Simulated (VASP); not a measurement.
# Ti3Al (Fm-3m) in VASP: further runs

Runs on Ti3Al. Level: PBEsol. Tasks: single point.

Everything below comes from runs of VASP 6.6.1. Logs are shortened: lines on timing, memory, paths and dates and some standing lists are left out, and cuts for length are marked.

### 1 The cell of the first run

It takes space group Fm-3m (No. 225, cubic). The conventional cell has a = 6.246 Å, b = 6.246 Å, c = 6.246 Å, α = 90.00°, β = 90.00°, γ = 90.00°. Within 3.6 Å of Ti (site symmetry -43m) lie 10 Ti at 2.70 to 3.12 Å and 4 Al at 2.70 Å. Within 3.6 Å of Ti (site symmetry m-3m) lie 8 Ti at 2.70 Å and 6 Al at 3.12 Å. Al (site symmetry m-3m) has 14 Ti at 2.70 to 3.12 Å within 3.6 Å.

### 2 Single point, PBEsol, collinear spin (15.23 Å³/atom)

Contents of INCAR:

```
  PREC = Accurate
  ENCUT = 520
  EDIFF = 1E-7
  ISMEAR = 0
  SIGMA = 0.15
  LREAL = False
  LASPH = True
  NELM = 150
  ALGO = Normal
  ISIF = 2
  LWAVE = False
  LCHARG = True
  ISPIN = 2
  MAGMOM = 0.2 0.2 0.2 0
  LORBIT = 11
  NUPDOWN = 0.6
  LMAXMIX = 4
  GGA = PS
  LELF = True
  LVHAR = True
  NBANDS = 32
```

Contents of KPOINTS:

```
Automatic mesh
0
Gamma
  12 12 12
```

Contents of POSCAR:

```
Ti3Al
1.0
    0.0000000000      3.1231701287      3.1231701287
    3.1231701287      0.0000000000      3.1231701287
    3.1231701287      3.1231701287      0.0000000000
Ti Al
3 1
Direct
    0.7500000000      0.7500000000      0.7500000000
    0.2500000000      0.2500000000      0.2500000000
    0.0000000000      0.0000000000      0.0000000000
    0.5000000000      0.5000000000      0.5000000000
```

Potentials or basis: VASP PAW PBE potentials, release 64 (Ti_sv, Al).

Run with:

```sh
$ cat potpaw_PBE.64/Ti_sv/POTCAR potpaw_PBE.64/Al/POTCAR > POTCAR
$ mpirun -np 1 vasp_std > vasp.out
```

OUTCAR:

```text
PREC = Accurate
   ENCUT = 520
   EDIFF = 1E-7
   ISMEAR = 0
   LREAL = False
   LASPH = True
   NELM = 150
   ISIF = 2
   ISPIN = 2
   LORBIT = 11
   NUPDOWN = 0.6
   GGA = PS

 ion  position               nearest neighbor table
   1  0.750  0.750  0.750-   4 2.70   4 2.70   4 2.70   3 2.70   4 2.70   3 2.70   3 2.70   3 2.70

   2  0.250  0.250  0.250-   3 2.70   3 2.70   3 2.70   3 2.70   4 2.70   4 2.70   4 2.70   4 2.70

   3  0.000  0.000  0.000-   1 2.70   1 2.70   1 2.70   1 2.70   2 2.70   2 2.70   2 2.70   2 2.70
                             4 3.12   4 3.12   4 3.12   4 3.12   4 3.12   4 3.12
   4  0.500  0.500  0.500-   2 2.70   2 2.70   2 2.70   1 2.70   2 2.70   1 2.70   1 2.70   1 2.70
                             3 3.12   3 3.12   3 3.12   3 3.12   3 3.12   3 3.12

  LATTYP: Found a face centered cubic cell.
 ALAT       =     6.2463402574

  Lattice vectors:

 A1 = (   0.0000000000,   3.1231701287,   3.1231701287)
 A2 = (   3.1231701287,   0.0000000000,   3.1231701287)
 A3 = (   3.1231701287,   3.1231701287,   0.0000000000)

Analysis of symmetry for initial positions (statically):
=====================================================================
 Subroutine PRICEL returns:
 Original cell was already a primitive cell.

 Routine SETGRP: Setting up the symmetry group for a
 face centered cubic supercell.

 Subroutine GETGRP returns: Found 48 space group operations
 (whereof 48 operations were pure point group operations)
 out of a pool of 48 trial point group operations.

The static configuration has the point symmetry O_h .

Analysis of symmetry for dynamics (positions and initial velocities):
=====================================================================
 Subroutine PRICEL returns:
 Original cell was already a primitive cell.

 Routine SETGRP: Setting up the symmetry group for a
 face centered cubic supercell.

 Subroutine GETGRP returns: Found 48 space group operations
 (whereof 48 operations were pure point group operations)
 out of a pool of 48 trial point group operations.

The dynamic configuration has the point symmetry O_h .

Analysis of structural, dynamic, and magnetic symmetry:
=====================================================================
 Subroutine PRICEL returns:
 Original cell was already a primitive cell.

 Routine SETGRP: Setting up the symmetry group for a
 face centered cubic supercell.

 Subroutine GETGRP returns: Found 48 space group operations
 (whereof 48 operations were pure point group operations)
 out of a pool of 48 trial point group operations.

The overall configuration has the point symmetry O_h .

 Subroutine INISYM returns: Found 48 space group operations
 (whereof 48 operations are pure point group operations),
 and found     1 'primitive' translations

----------------------------------------------------------------------------------------

                                     Primitive cell

  volume of cell :      60.9280

  direct lattice vectors                    reciprocal lattice vectors
     0.000000000  3.123170129  3.123170129    -0.160093744  0.160093744  0.160093744
     3.123170129  0.000000000  3.123170129     0.160093744 -0.160093744  0.160093744
     3.123170129  3.123170129  0.000000000     0.160093744  0.160093744 -0.160093744

  length of vectors
     4.416829554  4.416829554  4.416829554     0.277290499  0.277290499  0.277290499

  position of ions in fractional coordinates (direct lattice)
     0.750000000  0.750000000  0.750000000
     0.250000000  0.250000000  0.250000000
     0.000000000  0.000000000  0.000000000
     0.500000000  0.500000000  0.500000000

  ion indices of the primitive-cell ions
   primitive index   ion index
                 1           1
                 2           2
                 3           3
                 4           4

----------------------------------------------------------------------------------------

 KPOINTS: Automatic mesh

Automatic generation of k-mesh.
 Grid dimensions read from file:
 generate k-points for:   12   12   12

 Generating k-lattice:

  Cartesian coordinates                     Fractional coordinates (reciprocal lattice)
    -0.013341145  0.013341145  0.013341145     0.083333333  0.000000000  0.000000000
     0.013341145 -0.013341145  0.013341145     0.000000000  0.083333333  0.000000000
     0.013341145  0.013341145 -0.013341145     0.000000000  0.000000000  0.083333333

  Length of vectors
     0.023107542  0.023107542  0.023107542

  Shift w.r.t. Gamma in fractional coordinates (k-lattice)
     0.000000000  0.000000000  0.000000000

 Subroutine IBZKPT returns following result:
 ===========================================

 Found     72 irreducible k-points:

 Following reciprocal coordinates:
            Coordinates               Weight
  0.000000  0.000000  0.000000      1.000000
  0.083333  0.000000  0.000000      8.000000
  0.166667  0.000000  0.000000      8.000000
  0.250000  0.000000  0.000000      8.000000
  0.333333  0.000000  0.000000      8.000000
  0.416667  0.000000  0.000000      8.000000
[... 16 lines left out ...]
  0.500000  0.166667  0.000000     24.000000
 -0.416667  0.166667  0.000000     24.000000
 [... further k-points ...]
   k-points           NKPTS =     72   k-points in BZ     NKDIM =     72   number of bands    NBANDS=     32
   number of dos      NEDOS =    301   number of ions     NIONS =      4
   total plane-waves  NPLWV =  46656
   dimension x,y,z NGX =    36 NGY =   36 NGZ =   36
   dimension x,y,z NGXF=    72 NGYF=   72 NGZF=   72
   ions per type =               3   1
   NGX,Y,Z   is equivalent  to a cutoff of  13.55, 13.55, 13.55 a.u.
   NGXF,Y,Z  is equivalent  to a cutoff of  27.10, 27.10, 27.10 a.u.
 SYSTEM =  unknown system
   PREC   = accura    normal or accurate (medium, high low for compatibility)
   ISTART =      0    job   : 0-new  1-cont  2-samecut
   ICHARG =      2    charge: 1-file 2-atom 10-const
   ISPIN  =      2    spin polarized calculation?
   LNONCOLLINEAR =      F non collinear calculations
   LSORBIT =      F    spin-orbit coupling
   LASPH  =      T    aspherical Exc in radial PAW
   ENCUT  =  520.0 eV  38.22 Ry    6.18 a.u.   8.21  8.21  8.21*2*pi/ulx,y,z
   NELM   =    150;   NELMIN=  2; NELMDL= -5     # of ELM steps
   EDIFF  = 0.1E-06   stopping-criterion for ELM
   LREAL  =      F    real-space projection
   EDIFFG = 0.1E-05   stopping-criterion for IOM
   NSW    =      0    number of steps for IOM
   IBRION =     -1    ionic relax: 0-MD 1-quasi-New 2-CG
   NFREE  =      0    steps in history (QN), initial steepest desc. (CG)
   ISIF   =      2    stress and relaxation
   ISYM   =      2    0-nonsym 1-usesym 2-fastsym
   POTIM  = 0.5000    time-step for ionic-motion
   TEBEG  =    0.0;   TEEND  =   0.0 temperature during run
   PSTRESS=    0.0 pullay stress
   NELECT =      39.0000    total number of electrons
   NUPDOWN=       0.6000    fix difference up-down
   EMIN   =  10.00;   EMAX   =-10.00  energy-range for DOS
   EFERMI =   0.00;   METHOD = LEGACY
   ISMEAR =     0;   SIGMA  =   0.15  broadening in eV -4-tet -1-fermi 0-gaus
   EFERMI_NEDOS =   21; number of points for ismear=-14 and -15
   IALGO  =     38    algorithm
   IMIX   =      4    mixing-type and parameters
     AMIX     =   0.40;   BMIX     =  1.00
     AMIX_MAG =   1.60;   BMIX_MAG =  1.00
  volume/ion in A,a.u.               =      15.23       102.79
  Fermi-wavevector in a.u.,A,eV,Ry     =   1.410882  2.666181 27.083598  1.990588
  Thomas-Fermi vector in A             =   2.532790
   LORBIT       =     11    0 simple, 1 ext, 2 COOP (PROOUT), +10 PAW based schemes
   GGA     = PS    functional components
   LHFCALC =     F    Hartree Fock is set to
   AEXX    =    0.0000 exact exchange contribution
   IVDW    =     0    specifies the selected vdW correction
   LEPSILON=     F    determine dielectric tensor
   LRPA    =     F    only Hartree local field effects (RPA)
 spin polarized calculation
 Gauss-broadening in eV      SIGMA  =   0.15
  energy-cutoff  :      520.00
  volume of cell :       60.93
 maximum number of plane-waves:      1676
 NGX is ok and might be reduce to    36
   NGX = 17   NGY = 17   NGZ = 17

 number of electron      38.9999989 magnetization       0.6000000

 Free energy of the ion-electron system (eV)
  ---------------------------------------------------
  ext. energy  EPLUGINS =         0.00000000
  ---------------------------------------------------
  free energy    TOTEN  =       -29.64604282 eV

  energy without entropy =      -29.57361713  energy(sigma->0) =      -29.60982997

 E-fermi :   9.0758     XC(G=0): -11.8486

 val. band max:        9.0750919593   @ k =  -0.0833   0.0833   0.0000
 cond. band min:       9.0297828556   @ k =  -0.4167   0.3333   0.0833
 fundamental gap:     -0.0453091037
 Fermi energy:         9.0251370561

 spin component 1

 k-point     1 :       0.0000    0.0000    0.0000
  band No.  band energies     occupation
      1     -47.1619      1.00000
      2     -47.0143      1.00000
      3     -46.8741      1.00000
      4     -23.6140      1.00000
      5     -23.6140      1.00000
      6     -23.6140      1.00000
[... 805 lines left out ...]
     30      14.0312      0.00000
     31      14.2655      0.00000

 [... further k-points ...]

 spin component 2

 k-point     1 :       0.0000    0.0000    0.0000
  band No.  band energies     occupation
      1     -47.0733      1.00000
      2     -46.9777      1.00000
      3     -46.5916      1.00000
      4     -23.4818      1.00000
      5     -23.4818      1.00000
      6     -23.4818      1.00000
[... 805 lines left out ...]
     30      14.1286      0.00000
     31      14.3487      0.00000

 [... further k-points ...]

 [bands above 31 left out]

------------------------ aborting loop because EDIFF is reached ----------------------------------------

  FORCE on cell =-STRESS in cart. coord.  units (eV):
  Direction    XX          YY          ZZ          XY          YZ          ZX
  --------------------------------------------------------------------------------------
  -------------------------------------------------------------------------------------
  Total        3.0031138      3.0031138      3.0031138      0.0000000     -0.0000000      0.0000000
  in kB       78.9706020     78.9706020     78.9706020      0.0000000     -0.0000000      0.0000000
  external PRESSURE =      78.9706020 kB  Pullay stress =       0.0000000 kB

 VOLUME and BASIS-vectors are now :
 -----------------------------------------------------------------------------
  energy-cutoff  :      520.00
  volume of cell :       60.93
      direct lattice vectors                 reciprocal lattice vectors
     0.000000000  3.123170129  3.123170129    -0.160093744  0.160093744  0.160093744
     3.123170129  0.000000000  3.123170129     0.160093744 -0.160093744  0.160093744
     3.123170129  3.123170129  0.000000000     0.160093744  0.160093744 -0.160093744

 POSITION                                       TOTAL-FORCE (eV/Angst)
 -----------------------------------------------------------------------------------
      4.68476      4.68476      4.68476        -0.000000     -0.000000     -0.000000
      1.56159      1.56159      1.56159         0.000000      0.000000      0.000000
      0.00000      0.00000      0.00000         0.000000     -0.000000      0.000000
      3.12317      3.12317      3.12317         0.000000     -0.000000      0.000000
 -----------------------------------------------------------------------------------
    total drift:                                0.000000      0.000000      0.000000

  FREE ENERGIE OF THE ION-ELECTRON SYSTEM (eV)
  ---------------------------------------------------
  free  energy   TOTEN  =       -29.6460428153 eV

  energy  without entropy=      -29.5736171313  energy(sigma->0) =      -29.60982997

 total charge

# of ion       s       p       d       tot
------------------------------------------
    1        2.234   6.150   1.990  10.374
    2        2.234   6.150   1.990  10.374
    3        2.277   6.108   2.057  10.441
    4        0.417   0.455   0.000   0.873
--------------------------------------------------
tot          7.161  18.864   6.037  32.062

 magnetization (x)

# of ion       s       p       d       tot
------------------------------------------
    1        0.000   0.013   0.035   0.048
    2        0.000   0.013   0.035   0.048
    3        0.005   0.008   0.371   0.383
    4       -0.002  -0.004   0.000  -0.006
--------------------------------------------------
tot          0.004   0.029   0.440   0.473
```

It took 2.5 min on 1 thread of Intel Xeon 6975P-C (Granite Rapids), shared host; peak memory 0.37 GiB.

Results:

```yaml
Free_energy: -29.6460 eV
Pressure: 7.9 GPa
Net_moment: 0.60 μB per cell
Site_moments: Ti +0.05, +0.38 (each value once); Al -0.01 μB
Valence_electrons_inside_the_program's_atomic_spheres: Ti 10.37, 10.44 (each value once); Al 0.87
```

Caveat: the cell stands under pressure; the PAW data sets were made with another functional, which shifts forces and pressure a little; the total moment is fixed, so each spin has its own Fermi level.

### 3 Single point, PBEsol, collinear spin (15.23 Å³/atom)

Contents of INCAR:

```
SYSTEM = Ti3Al
ALGO = Fast
EDIFF = 1E-6
ENCUT = 520
GGA = PS
ISIF = 2
ISMEAR = 0
ISPIN = 2
LASPH = .True.
LCHARG = .False.
LMAXMIX = 4
LORBIT = 11
LREAL = .False.
LWAVE = .False.
MAGMOM = 0.8 0.8 0.8 0
NBANDS = 32
NELM = 150
NUPDOWN = 2.4
PREC = Accurate
SIGMA = 0.15
```

Contents of KPOINTS:

```
k-points
0
Gamma
  12 12 12
  0 0 0
```

POSCAR is that of step 2.

Potentials or basis: VASP PAW PBE potentials, release 64 (Ti_sv, Al).

Run with:

```sh
$ cat potpaw_PBE.64/Ti_sv/POTCAR potpaw_PBE.64/Al/POTCAR > POTCAR
$ mpirun -np 1 vasp_std > vasp.out
```

It took 8.2 min on 1 thread of Intel Xeon 6975P-C (Granite Rapids), shared host; peak memory 0.36 GiB.

The run converged. Its results:

* Free energy: -29.6182 eV
* Pressure: 9.4 GPa
* Net moment: 2.40 μB per cell
* Site moments: Ti +0.39, +1.02 (each value once); Al -0.01 μB
* Valence electrons inside the program's atomic spheres: Ti 10.37, 10.45 (each value once); Al 0.87

Caveat: the cell stands under pressure; the PAW data sets were made with another functional, which shifts forces and pressure a little; the total moment is fixed, so each spin has its own Fermi level.
